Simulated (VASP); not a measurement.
Crystal: MgB2.

```xyz
3
Lattice="3.0433 0.0000 0.0000 -1.5217 2.6356 0.0000 0.0000 0.0000 3.4754" Properties=species:S:1:pos:R:3 pbc="T T T"
Mg    0.0000    0.0000    0.0000
B     1.5217    0.8785    1.7377
B     0.0000    1.7571    1.7377
```

Base run:

| Property | Result |
| --- | --- |
| Program | VASP 6.6.1 |
| Functional | r2SCAN |
| Potentials or basis | VASP PAW PBE potentials, release 64 (Mg, B) |
| Cutoff | 520 eV |
| k mesh | 10 × 10 × 8 |
| Occupations | fermi-dirac, width 0.05 eV |
| Spin | no spin polarisation |

Its results: band gap on the k mesh zero (band 4 reaches 6.76 eV, above the bottom of band 5 at 4.14 eV); pressure 4.1 GPa.

**Question.** After a change of settings the same cell gave: band gap on the k mesh zero (band 4 reaches 6.79 eV, above the bottom of band 5 at 4.26 eV); pressure 8.1 GPa. Which change was it?
A. functional from r2SCAN to revPBE
B. functional from r2SCAN to LDA; potentials or basis from VASP PAW PBE potentials, release 64 (Mg, B) to VASP PAW LDA potentials, release 64 (Mg, B)
C. functional from r2SCAN to PBEsol
D. potentials or basis from VASP PAW PBE potentials, release 64 (Mg, B) to VASP PAW PBE potentials, release 64 (Mg_sv, B); cutoff from 520 eV to 660 eV; further incar settings from ALGO = Normal; EDIFF = 1e-06; NBANDS = 11 to ALGO = Normal; EDIFF = 1e-06; NBANDS = 15; valence electrons from 8 to 16

**Answer.** A.

Caveats: the PAW data sets were made with another functional, which shifts forces and pressure a little.
